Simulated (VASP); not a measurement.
Write the native input for VASP 6.6.1 that does the following.

| Item | Value |
| --- | --- |
| Task | electric field gradients |
| Functional | PBE |
| Potentials or basis | VASP PAW PBE potentials, release 64 (Pb_d, Te) |
| Cutoff | 520 eV |
| k mesh | 7 × 7 × 7 |
| Occupations | fermi-dirac, width 0.05 eV |
| Spin | no spin polarisation |
| Dipole correction | no |
| Further INCAR settings | ALGO = Normal; EDIFF = 1e-08; NBANDS = 17 |

The structure of TePb lies in POSCAR:

```
TePb
1.0
    4.0022870000      0.0000000000      0.0000000000
    0.0000000000      4.0022870000      0.0000000000
    0.0000000000      0.0000000000      4.0022870000
Pb Te
1 1
Direct
    0.0000000000      0.0000000000      0.0000000000
    0.5000000000      0.5000000000      0.5000000000
```

These files were run (other wordings do the same):

INCAR

```
SYSTEM = TePb
PREC = Accurate ; ENCUT = 520
EDIFF = 1E-8 ; ISMEAR = -1
SIGMA = 0.05 ; LREAL = .False.
LASPH = .True. ; NELM = 100
ALGO = Normal ; ISIF = 2
LWAVE = .False. ; LCHARG = .False.
GGA = PE ; LEFG = .True.
NBANDS = 17
```

KPOINTS

```
Automatic mesh
0
Gamma
  7 7 7
  0 0 0
```

Potentials or basis: VASP PAW PBE potentials, release 64 (Pb_d, Te).

Launch:

```console
$ cat potpaw_PBE.64/Pb_d/POTCAR potpaw_PBE.64/Te/POTCAR > POTCAR
$ mpirun -np 1 vasp_std > vasp.out
```

It gave:

| Item | Value |
| --- | --- |
| Pressure | 0.0 GPa |
| Band gap on the k mesh | zero (band 10 reaches 6.56 eV, above the bottom of band 11 at 5.77 eV) |

Caveat: without QUAD_EFG the Cq values of the log hold for a quadrupole moment of 1 mb, not for the nuclei; spin-orbit coupling is left out, which moves the levels of the heavy elements.

Run time: 22 s on 1 thread of Intel(R) Xeon(R) Platinum 8488C (Sapphire Rapids), on a shared host, peak memory 0.17 GiB.
